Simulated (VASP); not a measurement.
Write the native input for VASP 6.6.1 that does the following.

* Task: relaxation of the atoms
* Functional: PBE
* Potentials or basis: VASP PAW PBE potentials, release 64 (Al)
* Cutoff: 520 eV
* k mesh: 12 × 12 × 1
* Occupations: gaussian, width 0.1 eV
* Spin: no spin polarisation
* Dipole correction: yes
* Further INCAR settings: ALGO = Normal; EDIFF = 1e-06; IBRION = 2; EDIFFG = -0.02; NSW = 80

The structure of Al lies in POSCAR:

```
Al
1.0
    2.8543223330      0.0000000000      0.0000000000
   -1.4271611665      2.4719156509      0.0000000000
    0.0000000000      0.0000000000     33.7663851706
Al
9
Direct
    0.3333333333      0.6666666667      0.2221143887
    0.0000000000      0.0000000000      0.2915857915
    0.6666666667      0.3333333333      0.3610571943
    0.0000000000      0.0000000000      0.4305285972
    0.3333333333      0.6666666667      0.5000000000
    0.0000000000      0.0000000000      0.5694714028
    0.6666666667      0.3333333333      0.6389428057
    0.0000000000      0.0000000000      0.7084142085
    0.3333333333      0.6666666667      0.7778856113
```

The input as run:

INCAR

```
  PREC = Accurate
  ENCUT = 520
  EDIFF = 1E-6
  ISMEAR = 0
  SIGMA = 0.1
  LREAL = False
  LASPH = True
  NELM = 80
  ALGO = Normal
  ISIF = 2
  LWAVE = False
  LCHARG = False
  LDIPOL = True
  IDIPOL = 3
  DIPOL = 0.5 0.5 0.500
  GGA = PE
  IBRION = 2
  NSW = 80
  EDIFFG = -0.02
```

KPOINTS

```
Automatic mesh
0
Gamma
  12 12 1
```

Potentials or basis: VASP PAW PBE potentials, release 64 (Al).

The run is started by

```console
$ cat potpaw_PBE.64/Al/POTCAR > POTCAR
$ mpirun -np 1 vasp_std > vasp.out
```

It gave:

```yaml
Energy_gained_by_relaxing: 0.3 meV/atom
Ionic_steps: 5
Largest_force_after_relaxing: 0.011 eV/Å
```

Caveat: the highest band is partly filled, so the run has too few bands.

Wall time 4.7 min on 1 thread of Intel(R) Xeon(R) Platinum 8488C (Sapphire Rapids) (shared host), peak memory 0.4 GiB.
